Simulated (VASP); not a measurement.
## Cd: relaxation of cell and atoms with PBE

Crystal: Cd.

```
Cd
1.0
     2.81339    0.00000    0.00000
    -1.40669    2.43646    0.00000
     0.00000    0.00000    4.55768
Cd
2
Cartesian
  0.0000 1.6243 1.1394
  1.4067 0.8122 3.4183
```

* Program: VASP 6.6.1
* Task: relaxation of cell and atoms
* Functional: PBE
* Potentials or basis: VASP PAW PBE potentials, release 64 (Cd)
* Cutoff: 600 eV
* k mesh: 16 × 16 × 9
* Occupations: fermi-dirac, width 0.1 eV
* Spin: no spin polarisation
* Target pressure: 48 GPa
* Dipole correction: no
* Further INCAR settings: ALGO = Normal; EDIFF = 1e-07; IBRION = 2; EDIFFG = -0.005; NSW = 60; ISIF = 3

* Relaxed volume: 15.59 Å³/atom
* Relaxed cell: a = 2.809 Å, b = 2.809 Å, c = 4.562 Å, α = 90.00°, β = 90.00°, γ = 120.00°
* Space group after relaxing (to 0.1 Å): P6_3/mmc (No. 194)
* Energy change on relaxing (the run minimises the enthalpy): +9.5 meV/atom
* Ionic steps: 6
* Pressure after relaxing: 48.0 GPa
* Band gap on the k mesh: zero (bands 12 and 13 overlap by 2.32 eV)

The path:
```tsv
step	energy change (eV)	largest force (eV/Å)	pressure (GPa)	volume (Å³)
1	0.0000	0.0000	47.44	31.24
2	0.0751	0.0000	49.59	30.99
3	0.0205	0.0000	48.03	31.17
4	0.0201	0.0000	48.01	31.17
5	0.0197	0.0000	48.00	31.18
6	0.0190	0.0000	47.98	31.18
```

Final structure:
```xyz
2
Lattice="2.8091 0.0000 0.0000 -1.4046 2.4328 0.0000 0.0000 0.0000 4.5622" Properties=species:S:1:pos:R:3 pbc="T T T"
Cd    0.0000    1.6218    1.1405
Cd    1.4046    0.8109    3.4216
```

Levels at points of the mesh, in eV from the Fermi level:
| k point | band 8 | band 9 | band 10 | band 11 | band 12 | band 13 | band 14 | band 15 | band 16 |
| --- | --- | --- | --- | --- | --- | --- | --- | --- | --- |
| (0.00, 0.00, 0.00) | -10.37 | -10.37 | -9.43 | -9.43 | -4.37 | -0.97 | 13.72 | 15.37 | 15.37 |
| (0.50, 0.00, 0.00) | -9.33 | -9.26 | -9.20 | -4.36 | -3.14 | 3.21 | 3.29 | 5.66 | 6.47 |

Run time: 4.1 min on 1 thread of Oxide Virtual Turin-like Processor, with other jobs on the host, peak memory 0.18 GiB.

Caveat: the cell is relaxed towards a set pressure, so the run minimises the enthalpy, not the energy.
